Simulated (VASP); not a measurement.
A run of VASP 6.6.1:

The input INCAR:

```
SYSTEM = SnPt3
PREC = Accurate
ENCUT = 520
EDIFF = 1E-8
ISMEAR = -1
SIGMA = 0.15
LREAL = .False.
LASPH = .True.
NELM = 60
ALGO = Fast
ISIF = 2
LWAVE = .False.
LCHARG = .False.
LEFG = .True.
NBANDS = 30
```

File KPOINTS:

```
regular mesh
0
Gamma
  10 10 10
  0 0 0
```

POSCAR

```
SnPt3
1.0
    3.9803788620      0.0000000000      0.0000000000
    0.0000000000      3.9803788620      0.0000000000
    0.0000000000      0.0000000000      3.9803788620
Sn Pt
1 3
Direct
    0.0000000000      0.0000000000      0.0000000000
    0.0000000000      0.5000000000      0.5000000000
    0.5000000000      0.0000000000      0.5000000000
    0.5000000000      0.5000000000      0.0000000000
```

Potentials or basis: VASP PAW LDA potentials, release 64 (Sn_d, Pt).

The run is started by

```bash
$ cat potpaw_LDA.64/Sn_d/POTCAR potpaw_LDA.64/Pt/POTCAR > POTCAR
$ mpirun -np 1 vasp_std > vasp.out
```

Hardware: 1 thread of AMD EPYC 7R43 64-Core Processor (Zen 3) (shared host).

**Question.** How long does it take, and how much memory?

**Answer.** Wall time 110 s on 1 thread of AMD EPYC 7R43 64-Core Processor (Zen 3), on a shared host, peak memory 0.18 GiB. Counts: scf iterations 16, k points 56.
